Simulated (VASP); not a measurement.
# Fe (Im-3m) in VASP: notebook

The runs below take Fe through single point, with LDA.

Everything below comes from runs of VASP 6.6.1. Logs are shortened: lines on timing, memory, paths and dates and some standing lists are left out, and cuts for length are marked.

### Step 1. The cell of the first run

Symmetry: Im-3m, No. 229, cubic system. The conventional cell has a = 2.749 Å, b = 2.749 Å, c = 2.749 Å, α = 90.00°, β = 90.00°, γ = 90.00°. Within 3.1 Å of Fe (site symmetry m-3m) lie 14 Fe at 2.38 to 2.75 Å.

### Step 2. Single point, LDA, collinear spin, ferromagnetic start

File INCAR:

```
PREC     = Accurate       # precision mode
ENCUT    = 600            # plane-wave cutoff, eV
EDIFF    = 1E-6           # SCF threshold, eV
ISMEAR   = -1             # smearing method
SIGMA    = 0.05           # smearing width, eV
LREAL    = F              # projectors in reciprocal space
LASPH    = T              # aspherical terms in the spheres
NELM     = 200            # most SCF steps
ALGO     = Normal         # electronic algorithm
ISIF     = 2              # what is computed and relaxed
LWAVE    = F              # write WAVECAR
LCHARG   = T              # write CHGCAR
ISPIN    = 2              # spin polarisation
MAGMOM   = 1.988          # initial moments
LORBIT   = 11             # projections on sites
LMAXMIX  = 4              # l up to which the mixer works
GGA      = CA             # functional
LELF     = T              # ELF
LVHAR    = T            
NBANDS   = 18             # bands
GGA_COMPAT= F
```

File KPOINTS:

```
regular mesh
0
Gamma
  10 10 10
```

File POSCAR:

```
Fe
1.0
   -1.3745984210      1.3745984210      1.3745984210
    1.3745984210     -1.3745984210      1.3745984210
    1.3745984210      1.3745984210     -1.3745984210
Fe
1
Direct
    0.0000000000      0.0000000000      0.0000000000
```

Potentials or basis: VASP PAW LDA potentials, release 64 (Fe_sv).

Launch:

```
$ cat potpaw_LDA.64/Fe_sv/POTCAR > POTCAR
$ mpirun -np 1 vasp_std > vasp.out
```

OUTCAR:

```text
PREC = Accurate
   ENCUT = 600
   EDIFF = 1E-6
   ISMEAR = -1
   LREAL = F
   LASPH = T
   NELM = 200
   ISIF = 2
   ISPIN = 2
   LORBIT = 11
   GGA = CA

 ion  position               nearest neighbor table
   1  0.000  0.000  0.000-

  LATTYP: Found a body centered cubic cell.
 ALAT       =     2.7491968420

  Lattice vectors:

 A1 = (  -1.3745984210,   1.3745984210,   1.3745984210)
 A2 = (   1.3745984210,  -1.3745984210,   1.3745984210)
 A3 = (   1.3745984210,   1.3745984210,  -1.3745984210)

Analysis of symmetry for initial positions (statically):
=====================================================================
 Subroutine PRICEL returns:
 Original cell was already a primitive cell.

 Routine SETGRP: Setting up the symmetry group for a
 body centered cubic supercell.

 Subroutine GETGRP returns: Found 48 space group operations
 (whereof 48 operations were pure point group operations)
 out of a pool of 48 trial point group operations.

The static configuration has the point symmetry O_h .

Analysis of symmetry for dynamics (positions and initial velocities):
=====================================================================
 Subroutine PRICEL returns:
 Original cell was already a primitive cell.

 Routine SETGRP: Setting up the symmetry group for a
 body centered cubic supercell.

 Subroutine GETGRP returns: Found 48 space group operations
 (whereof 48 operations were pure point group operations)
 out of a pool of 48 trial point group operations.

The dynamic configuration has the point symmetry O_h .

Analysis of structural, dynamic, and magnetic symmetry:
=====================================================================
 Subroutine PRICEL returns:
 Original cell was already a primitive cell.

 Routine SETGRP: Setting up the symmetry group for a
 body centered cubic supercell.

 Subroutine GETGRP returns: Found 48 space group operations
 (whereof 48 operations were pure point group operations)
 out of a pool of 48 trial point group operations.

The overall configuration has the point symmetry O_h .

 Subroutine INISYM returns: Found 48 space group operations
 (whereof 48 operations are pure point group operations),
 and found     1 'primitive' translations

----------------------------------------------------------------------------------------

                                     Primitive cell

  volume of cell :      10.3893

  direct lattice vectors                    reciprocal lattice vectors
    -1.374598421  1.374598421  1.374598421     0.000000000  0.363742597  0.363742597
     1.374598421 -1.374598421  1.374598421     0.363742597  0.000000000  0.363742597
     1.374598421  1.374598421 -1.374598421     0.363742597  0.363742597  0.000000000

  length of vectors
     2.380874305  2.380874305  2.380874305     0.514409714  0.514409714  0.514409714

  position of ions in fractional coordinates (direct lattice)
     0.000000000  0.000000000  0.000000000

  ion indices of the primitive-cell ions
   primitive index   ion index
                 1           1

----------------------------------------------------------------------------------------

 KPOINTS: regular mesh

Automatic generation of k-mesh.
 Grid dimensions read from file:
 generate k-points for:   10   10   10

 Generating k-lattice:

  Cartesian coordinates                     Fractional coordinates (reciprocal lattice)
     0.000000000  0.036374260  0.036374260     0.100000000  0.000000000  0.000000000
     0.036374260  0.000000000  0.036374260     0.000000000  0.100000000  0.000000000
     0.036374260  0.036374260  0.000000000     0.000000000  0.000000000  0.100000000

  Length of vectors
     0.051440971  0.051440971  0.051440971

  Shift w.r.t. Gamma in fractional coordinates (k-lattice)
     0.000000000  0.000000000  0.000000000

 Subroutine IBZKPT returns following result:
 ===========================================

 Found     47 irreducible k-points:

 Following reciprocal coordinates:
            Coordinates               Weight
  0.000000  0.000000  0.000000      1.000000
  0.100000  0.000000  0.000000     12.000000
  0.200000  0.000000  0.000000     12.000000
  0.300000  0.000000  0.000000     12.000000
  0.400000  0.000000  0.000000     12.000000
  0.500000  0.000000  0.000000      6.000000
[... 16 lines left out ...]
  0.300000  0.300000  0.100000      8.000000
 -0.300000  0.300000  0.100000     24.000000
 [... further k-points ...]
   k-points           NKPTS =     47   k-points in BZ     NKDIM =     47   number of bands    NBANDS=     18
   number of dos      NEDOS =    301   number of ions     NIONS =      1
   total plane-waves  NPLWV =   8000
   dimension x,y,z NGX =    20 NGY =   20 NGZ =   20
   dimension x,y,z NGXF=    40 NGYF=   40 NGZF=   40
   ions per type =               1
   NGX,Y,Z   is equivalent  to a cutoff of  13.97, 13.97, 13.97 a.u.
   NGXF,Y,Z  is equivalent  to a cutoff of  27.93, 27.93, 27.93 a.u.
 SYSTEM =  unknown system
   PREC   = accura    normal or accurate (medium, high low for compatibility)
   ISTART =      0    job   : 0-new  1-cont  2-samecut
   ICHARG =      2    charge: 1-file 2-atom 10-const
   ISPIN  =      2    spin polarized calculation?
   LNONCOLLINEAR =      F non collinear calculations
   LSORBIT =      F    spin-orbit coupling
   LASPH  =      T    aspherical Exc in radial PAW
   ENCUT  =  600.0 eV  44.10 Ry    6.64 a.u.   4.76  4.76  4.76*2*pi/ulx,y,z
   NELM   =    200;   NELMIN=  2; NELMDL= -5     # of ELM steps
   EDIFF  = 0.1E-05   stopping-criterion for ELM
   LREAL  =      F    real-space projection
   EDIFFG = 0.1E-04   stopping-criterion for IOM
   NSW    =      0    number of steps for IOM
   IBRION =     -1    ionic relax: 0-MD 1-quasi-New 2-CG
   NFREE  =      0    steps in history (QN), initial steepest desc. (CG)
   ISIF   =      2    stress and relaxation
   ISYM   =      2    0-nonsym 1-usesym 2-fastsym
   POTIM  = 0.5000    time-step for ionic-motion
   TEBEG  =    0.0;   TEEND  =   0.0 temperature during run
   PSTRESS=    0.0 pullay stress
   NELECT =      16.0000    total number of electrons
   NUPDOWN=      -1.0000    fix difference up-down
   EMIN   =  10.00;   EMAX   =-10.00  energy-range for DOS
   EFERMI =   0.00;   METHOD = LEGACY
   ISMEAR =    -1;   SIGMA  =   0.05  broadening in eV -4-tet -1-fermi 0-gaus
   EFERMI_NEDOS =   21; number of points for ismear=-14 and -15
   IALGO  =     38    algorithm
   IMIX   =      4    mixing-type and parameters
     AMIX     =   0.40;   BMIX     =  1.00
     AMIX_MAG =   1.60;   BMIX_MAG =  1.00
  volume/ion in A,a.u.               =      10.39        70.11
  Fermi-wavevector in a.u.,A,eV,Ry     =   1.890539  3.572601 48.629099  3.574138
  Thomas-Fermi vector in A             =   2.931884
   LORBIT       =     11    0 simple, 1 ext, 2 COOP (PROOUT), +10 PAW based schemes
   GGA     = CA    functional components
   LHFCALC =     F    Hartree Fock is set to
   AEXX    =    0.0000 exact exchange contribution
   IVDW    =     0    specifies the selected vdW correction
   LEPSILON=     F    determine dielectric tensor
   LRPA    =     F    only Hartree local field effects (RPA)
 spin polarized calculation
  energy-cutoff  :      600.00
  volume of cell :       10.39
 maximum number of plane-waves:       370
   NGX =  9   NGY =  9   NGZ =  9

 number of electron      16.0000021 magnetization       1.9466134

 Free energy of the ion-electron system (eV)
  ---------------------------------------------------
  ext. energy  EPLUGINS =         0.00000000
  ---------------------------------------------------
  free energy    TOTEN  =        -9.31541216 eV

  energy without entropy =       -9.30798382  energy(sigma->0) =       -9.31169799

 E-fermi :  13.3699     XC(G=0): -14.6894

 val. band max:       13.3658295148   @ k =  -0.4000   0.4000   0.4000
 cond. band min:      13.4130479369   @ k =  -0.2000   0.2000   0.2000
 fundamental gap:      0.0472184222
 Fermi energy:        13.3698863449

 spin component 1

 k-point     1 :       0.0000    0.0000    0.0000
  band No.  band energies     occupation
      1     -73.8397      1.00000
      2     -40.0574      1.00000
      3     -40.0574      1.00000
      4     -40.0574      1.00000
      5       4.1790      1.00000
      6      10.8200      1.00000
[... 10 lines left out ...]
     17      47.1989      0.00000
     18      47.1989      0.00000

 k-point     2 :       0.1000    0.0000    0.0000
  band No.  band energies     occupation
      1     -73.8280      1.00000
      2     -40.1124      1.00000
      3     -40.0741      1.00000
      4     -40.0559      1.00000
      5       4.6175      1.00000
      6      10.6887      1.00000
[... 10 lines left out ...]
     17      46.1583      0.00000
     18      48.1231      0.00000
[... 442 lines left out ...]
 k-point    24 :      -0.3000    0.3000    0.1000
  band No.  band energies     occupation
      1     -73.7503      1.00000
      2     -40.4304      1.00000
      3     -40.2013      1.00000
      4     -40.0995      1.00000
      5       7.5489      1.00000
      6      10.2279      1.00000
[... 10 lines left out ...]
     17      53.5907      0.00000
     18      53.6099      0.00000

 [... further k-points ...]

 spin component 2

 k-point     1 :       0.0000    0.0000    0.0000
  band No.  band energies     occupation
      1     -71.6938      1.00000
      2     -37.9597      1.00000
      3     -37.9597      1.00000
      4     -37.9597      1.00000
      5       4.5397      1.00000
      6      12.4028      1.00000
[... 10 lines left out ...]
     17      48.0051      0.00000
     18      48.0051      0.00000

 k-point     2 :       0.1000    0.0000    0.0000
  band No.  band energies     occupation
      1     -71.6813      1.00000
      2     -38.0196      1.00000
      3     -37.9778      1.00000
      4     -37.9583      1.00000
      5       4.9818      1.00000
      6      12.2537      1.00000
[... 10 lines left out ...]
     17      46.6389      0.00000
     18      48.8520      0.00000
[... 442 lines left out ...]
 k-point    24 :      -0.3000    0.3000    0.1000
  band No.  band energies     occupation
      1     -71.5981      1.00000
      2     -38.3641      1.00000
      3     -38.1143      1.00000
      4     -38.0055      1.00000
      5       8.1364      1.00000
      6      11.7164      1.00000
[... 10 lines left out ...]
     17      54.0283      0.00000
     18      54.0958      0.00000

 [... further k-points ...]
[... 5 lines left out ...]
  --------------------------------------------------------------------------------------
  -------------------------------------------------------------------------------------
  Total       -0.2588220     -0.2588220     -0.2588220      0.0000000     -0.0000000      0.0000000
  in kB      -39.9139120    -39.9139120    -39.9139120      0.0000000     -0.0000000      0.0000000
  external PRESSURE =     -39.9139120 kB  Pullay stress =       0.0000000 kB

 VOLUME and BASIS-vectors are now :
 -----------------------------------------------------------------------------
  energy-cutoff  :      600.00
  volume of cell :       10.39
      direct lattice vectors                 reciprocal lattice vectors
    -1.374598421  1.374598421  1.374598421     0.000000000  0.363742597  0.363742597
     1.374598421 -1.374598421  1.374598421     0.363742597  0.000000000  0.363742597
     1.374598421  1.374598421 -1.374598421     0.363742597  0.363742597  0.000000000

 POSITION                                       TOTAL-FORCE (eV/Angst)
 -----------------------------------------------------------------------------------
      0.00000      0.00000      0.00000         0.000000     -0.000000      0.000000
 -----------------------------------------------------------------------------------
    total drift:                                0.000000     -0.000000      0.000000

  FREE ENERGIE OF THE ION-ELECTRON SYSTEM (eV)
  ---------------------------------------------------
  free  energy   TOTEN  =        -9.3154121604 eV

  energy  without entropy=       -9.3079838229  energy(sigma->0) =       -9.31169799

 total charge

# of ion       s       p       d       tot
------------------------------------------
    1        2.203   6.049   5.555  13.807

 magnetization (x)

# of ion       s       p       d       tot
------------------------------------------
    1       -0.001  -0.005   1.920   1.914
```

It used 24 s of CPU time on 1 thread of AMD EPYC 7R13 Processor (Zen 3), on a shared host.

What came out:

```yaml
Free_energy: -9.3154 eV
Pressure: -4.0 GPa
Net_moment: 1.95 μB per cell
Site_moments: Fe +1.91 μB
Valence_electrons_inside_the_program's_atomic_spheres: Fe 13.81
```

### Step 3. Single point, LDA

This run uses another cell than the first one, of 9.84 Å³/atom, 0.947 times its volume.

File INCAR:

```
SYSTEM = Fe
  PREC = Accurate
  ENCUT = 600
  EDIFF = 1E-6
  ISMEAR = -1
  SIGMA = 0.1
  LREAL = .FALSE.
  LASPH = .TRUE.
  NELM = 120
  ALGO = Normal
  ISIF = 2
  LWAVE = .FALSE.
  LCHARG = .TRUE.
  GGA = CA
  LELF = .TRUE.
  LVHAR = .TRUE.
  NBANDS = 10
  GGA_COMPAT = .FALSE.
```

File KPOINTS:

```
Automatic mesh
0
G
  16 16 16
  0 0 0
```

File POSCAR:

```
Fe
1.0
   -1.3498227879      1.3498227879      1.3498227879
    1.3498227879     -1.3498227879      1.3498227879
    1.3498227879      1.3498227879     -1.3498227879
Fe
1
Direct
    0.0000000000      0.0000000000      0.0000000000
```

Potentials or basis: VASP PAW LDA potentials, release 64 (Fe).

Launch:

```
$ cat potpaw_LDA.64/Fe/POTCAR > POTCAR
$ mpirun -np 1 vasp_std > vasp.out
```

It took 6.9 s on 1 thread of Intel Xeon 6975P-C (Granite Rapids), shared host; peak memory 0.13 GiB.

Results (log left out):

| Item | Value |
| --- | --- |
| Free energy | -9.0283 eV |
| Pressure | -0.2 GPa |
| Band gap on the k mesh | zero (band 4 reaches 8.51 eV, above the bottom of band 5 at 6.22 eV) |

Levels at points of the mesh, in eV from the Fermi level:
```tsv
k point	band 2	band 3	band 4	band 5	band 6	band 7
(0.00, 0.00, 0.00)	-1.96	-1.96	-1.96	-0.06	-0.06	26.36
(0.50, 0.00, 0.00)	-3.40	-0.07	0.22	0.58	1.53	9.25
(0.50, 0.50, 0.50)	-5.14	1.17	1.17	1.17	11.08	11.08
```

Caveat: the run has no spin polarisation, though such a crystal can be magnetic. Spin polarisation is off, so any magnetic state and its effect on volume and gap are missing.

### Step 4. Single point, LDA

This run uses another cell than the first one, of 9.84 Å³/atom, 0.947 times its volume.

File INCAR:

```
PREC = Accurate
ENCUT = 600
EDIFF = 1E-6
ISMEAR = -1
SIGMA = 0.1
LREAL = False
LASPH = True
NELM = 120
ALGO = Normal
ISIF = 2
LWAVE = False
LCHARG = True
LELF = True
LVHAR = True
NBANDS = 10
GGA_COMPAT = False
```

File KPOINTS:

```
Automatic mesh
0
Gamma
  16 16 16
```

POSCAR is that of step 3.

Potentials or basis: VASP PAW LDA potentials, release 64 (Fe).

Launch:

```
$ cat potpaw_LDA.64/Fe/POTCAR > POTCAR
$ mpirun -np 1 vasp_std > vasp.out
```

OUTCAR:

```text
PREC = Accurate
   ENCUT = 600
   EDIFF = 1E-6
   ISMEAR = -1
   LREAL = False
   LASPH = True
   NELM = 120
   ISIF = 2

 ion  position               nearest neighbor table
   1  0.000  0.000  0.000-

  LATTYP: Found a body centered cubic cell.
 ALAT       =     2.6996455758

  Lattice vectors:

 A1 = (  -1.3498227879,   1.3498227879,   1.3498227879)
 A2 = (   1.3498227879,  -1.3498227879,   1.3498227879)
 A3 = (   1.3498227879,   1.3498227879,  -1.3498227879)

[... 478 lines left out ...]
  band No.  band energies     occupation
      1       2.5968      2.00000
      2       4.1857      2.00000
      3       4.7526      2.00000
      4       6.9720      1.94820
      5       7.6579      0.07595
      6       9.4205      0.00000
      7      21.3038      0.00000
      8      23.4805      0.00000
      9      29.9787      0.00000
     10      35.3763      0.00000

 [... further k-points ...]
[... 5 lines left out ...]
  --------------------------------------------------------------------------------------
  -------------------------------------------------------------------------------------
  Total       -0.0153176     -0.0153176     -0.0153176     -0.0000000     -0.0000000      0.0000000
  in kB       -2.4946597     -2.4946597     -2.4946597     -0.0000000     -0.0000000      0.0000000
  external PRESSURE =      -2.4946597 kB  Pullay stress =       0.0000000 kB

 VOLUME and BASIS-vectors are now :
 -----------------------------------------------------------------------------
  energy-cutoff  :      600.00
  volume of cell :        9.84
      direct lattice vectors                 reciprocal lattice vectors
    -1.349822788  1.349822788  1.349822788     0.000000000  0.370418995  0.370418995
     1.349822788 -1.349822788  1.349822788     0.370418995  0.000000000  0.370418995
     1.349822788  1.349822788 -1.349822788     0.370418995  0.370418995  0.000000000

 POSITION                                       TOTAL-FORCE (eV/Angst)
 -----------------------------------------------------------------------------------
      0.00000      0.00000      0.00000        -0.000000      0.000000     -0.000000
 -----------------------------------------------------------------------------------
    total drift:                                0.000000     -0.000000      0.000000

  FREE ENERGIE OF THE ION-ELECTRON SYSTEM (eV)
  ---------------------------------------------------
  free  energy   TOTEN  =        -9.0283437283 eV

  energy  without entropy=       -8.9305891015  energy(sigma->0) =       -8.97946641
```

OSZICAR:

```text
N       E                     dE             d eps       ncg     rms          rms(c)
DAV:   1     0.191876839306E+02    0.19188E+02   -0.47547E+03  3020   0.124E+03
DAV:   2    -0.984362392599E+01   -0.29031E+02   -0.27732E+02  2920   0.145E+02
DAV:   3    -0.104864093903E+02   -0.64279E+00   -0.63722E+00  3192   0.271E+01
DAV:   4    -0.104895363915E+02   -0.31270E-02   -0.31265E-02  3124   0.171E+00
DAV:   5    -0.104895600940E+02   -0.23703E-04   -0.23702E-04  3166   0.146E-01    0.131E+01
DAV:   6    -0.913611324412E+01    0.13534E+01   -0.10528E+01  3128   0.549E+01    0.174E+00
DAV:   7    -0.905136334525E+01    0.84750E-01   -0.46367E-01  3188   0.115E+01    0.109E+00
DAV:   8    -0.903233098600E+01    0.19032E-01   -0.13229E-02  4318   0.103E+00    0.375E-01
DAV:   9    -0.902832491518E+01    0.40061E-02   -0.17822E-03  3074   0.427E-01    0.461E-02
DAV:  10    -0.902834222181E+01   -0.17307E-04   -0.19258E-05  3838   0.366E-02    0.240E-02
DAV:  11    -0.902834371627E+01   -0.14945E-05   -0.35626E-07  1740   0.674E-03    0.166E-03
DAV:  12    -0.902834372825E+01   -0.11981E-07   -0.28774E-08  1530   0.239E-03
   1 F= -.90283437E+01 E0= -.89794664E+01  d E =-.977546E-01
```

stdout:

```text
POSCAR found type information on POSCAR Fe
 POSCAR found :  1 types and       1 ions
 scaLAPACK will be used
 LDA part: xc-table for (Slater(with rela. corr.)+CA(PZ))
 , standard interpolation
 POSCAR, INCAR and KPOINTS ok, starting setup
 FFT: planning ... GRIDC
 FFT: planning ... GRID_SOFT
 FFT: planning ... GRID
 WAVECAR not read
 entering main loop
```

Run time: 6.9 s. Hardware: 1 thread of Intel Xeon 6975P-C (Granite Rapids), shared host; peak memory 0.13 GiB.

What came out:

* Free energy: -9.0283 eV
* Pressure: -0.2 GPa
* Band gap on the k mesh: zero (band 4 reaches 8.51 eV, above the bottom of band 5 at 6.22 eV)

Levels at points of the mesh, in eV from the Fermi level:
```csv
k point,band 2,band 3,band 4,band 5,band 6,band 7
"(0.00, 0.00, 0.00)",-1.96,-1.96,-1.96,-0.06,-0.06,26.36
"(0.50, 0.00, 0.00)",-3.40,-0.07,0.22,0.58,1.53,9.25
"(0.50, 0.50, 0.50)",-5.14,1.17,1.17,1.17,11.08,11.08
```

Caveat: the run has no spin polarisation, though such a crystal can be magnetic. Spin polarisation is off, so any magnetic state and its effect on volume and gap are missing.
